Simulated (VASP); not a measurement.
Set up this calculation in VASP 6.6.1, as the native input.

```
Task                   : relaxation of cell and atoms
Functional             : PBE
Potentials or basis    : VASP PAW PBE potentials, release 64 (W_sv)
Cutoff                 : 600 eV
k mesh                 : 16 × 16 × 9
Occupations            : fermi-dirac, width 0.08 eV
Spin                   : no spin polarisation
Target pressure        : 8.7 GPa
Dipole correction      : no
Further INCAR settings : ALGO = Normal; EDIFF = 1e-06; IBRION = 2; EDIFFG = -0.005; NSW = 60; ISIF = 3
```

The structure of W lies in POSCAR:

```
W
1.0
    2.8349509710      0.0000000000      0.0000000000
   -1.4174754855      2.4551395593      0.0000000000
    0.0000000000      0.0000000000      4.5926205730
W
2
Direct
    0.3333333333      0.6666666667      0.2500000000
    0.6666666667      0.3333333333      0.7500000000
```

This isn't the form of W at room conditions, which is bcc.

One way to write it, as run:

INCAR

```
ALGO = Normal ; EDIFF = 1E-6
EDIFFG = -0.005 ; ENCUT = 600
GGA = PE ; IBRION = 2
ISIF = 3 ; ISMEAR = -1
LASPH = True ; LCHARG = False
LREAL = False ; LWAVE = False
NELM = 80 ; NSW = 60
PREC = Accurate ; PSTRESS = 87.0
SIGMA = 0.08
```

KPOINTS

```
k-points
0
Gamma
  16 16 9
```

Potentials or basis: VASP PAW PBE potentials, release 64 (W_sv).

Command:

```console
$ cat potpaw_PBE.64/W_sv/POTCAR > POTCAR
$ mpirun -np 1 vasp_std > vasp.out
```

It gave:

```yaml
Relaxed_volume: 16.07 Å³/atom
Relaxed_cell: a = 2.756 Å, b = 2.756 Å, c = 4.884 Å, α = 90.00°, β = 90.00°, γ = 120.00°
Space_group_after_relaxing_to_0.1_Å: P6_3/mmc (No. 194)
Energy_change_on_relaxing_the_run_minimises_the_enthalpy: -70.9 meV/atom
Ionic_steps: 14
Pressure_after_relaxing: 8.7 GPa
Band_gap_on_the_k_mesh: zero (bands 14 and 15 overlap by 1.73 eV)
```

Caveat: the cell is relaxed towards a set pressure, so the run minimises the enthalpy, not the energy; spin-orbit coupling is left out, which moves the levels of the heavy elements.

It took 10 min on 1 thread of Intel Xeon 8259CL, with other jobs on the host, peak memory 0.24 GiB.
